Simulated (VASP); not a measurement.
A run of VASP 6.6.1 is set up as follows.

Contents of INCAR:

```
SYSTEM = Re
PREC = Accurate
ENCUT = 520
EDIFF = 1E-6
ISMEAR = 0
SIGMA = 0.05
LREAL = .FALSE.
LASPH = .TRUE.
NELM = 60
ALGO = Normal
ISIF = 2
LWAVE = .FALSE.
LCHARG = .FALSE.
NBANDS = 58
```

The input KPOINTS:

```
Automatic mesh
0
G
  4 3 4
  0 0 0
```

File POSCAR:

```
Re
1.0
    5.5200000000      0.0000000000      0.0000000000
   -4.1400000000      7.1706900000      0.0000000000
    0.0000000000      0.0000000000      4.4574000000
Re
13
Direct
   -0.0904327517     -0.0564723918      0.1305666033
    0.3022286023      0.2855563339      0.2906592498
   -0.0531018779      0.3417692129      0.0520830053
    0.1193272343      0.5339148118      0.5388375325
   -0.0096830514      0.6702548499      0.0239764643
    0.1516382559      0.8871361053      0.5496621653
    0.4542279628     -0.0056381728      0.0311653897
    0.6633649394      0.1884291349      0.4921718542
    0.5595494924      0.3624396810     -0.1499925732
    0.6767989951      0.5957673902      0.4860201102
    0.4466886925      0.6453868011      0.0220188570
    0.5790806945      0.8566684419      0.5569270581
    1.0377422719      0.1441044317     -0.2811700864
```

Potentials or basis: VASP PAW LDA potentials, release 64 (Re).

The run is started by

```bash
$ cat potpaw_LDA.64/Re/POTCAR > POTCAR
$ mpirun -np 1 vasp_std > vasp.out
```

Q: What does it give for the largest force?

A: 0.154 eV/Å.

Q: Predict the pressure.

A: 46.6 GPa.

Forces on the atoms (eV/Å):
```
Re  -0.002  0.081 -0.127
Re   0.026 -0.008 -0.078
Re  -0.051 -0.079  0.044
Re   0.020  0.045  0.012
Re  -0.002  0.020  0.025
Re   0.029 -0.019 -0.006
Re  -0.039 -0.023  0.007
Re  -0.004  0.056 -0.033
Re  -0.004  0.019  0.085
Re  -0.017 -0.129  0.083
Re   0.010  0.053 -0.008
Re   0.011 -0.018 -0.029
Re   0.022  0.004  0.025
```
